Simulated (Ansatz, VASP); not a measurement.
ZnS in VASP and in Ansatz

```
Zn S
1.0
     3.79825    0.00000    0.00000
    -1.89913    3.28938    0.00000
     0.00000    0.00000    6.21315
Zn S
2 2
Cartesian
  0.0000 2.1929 0.0000
  1.8991 1.0965 3.1066
  0.0000 2.1929 2.3921
  1.8991 1.0965 5.4986
```

Change from the starting cell: volume scaled by 0.99, crystal datasets.

Alike in both runs: task electric field gradients; functional PBEsol; k mesh 8 × 8 × 5; occupations fermi-dirac, width 0.03 eV; no spin polarisation.

|  | VASP | Ansatz |
| --- | --- | --- |
| version | VASP 6.6.1 | Ansatz 0.2.0 |
| potentials or method | VASP PAW PBE potentials, release 64 (Zn, S), cutoff 520 eV | all-electron PAW with datasets made for the crystal, scalar-relativistic |

Ansatz gave:

```
gap on the k mesh at the Fermi level (eV)                     : 2.16
pressure (GPa)                                                : -0.5
traceless stress, the component that is largest in VASP (GPa) : -1.31
rms of the force components (eV/Å)                            : 0.184
size of Vzz on the site where it differs most (V/Å²)          : 18.0
```

Task: Which values does VASP return?

Result: gap on the k mesh at the Fermi level (eV): 2.16; pressure (GPa): -0.3; traceless stress, the component that is largest in VASP (GPa): -1.33; rms of the force components (eV/Å): 0.185; size of Vzz on the site where it differs most (V/Å²): 19.4.

VASP's potentials were made for PBE, not for PBEsol. Atom by atom the forces differ by 0.001 eV/Å (rms over components). Ansatz ran all-electron here, and VASP with PAW potentials.
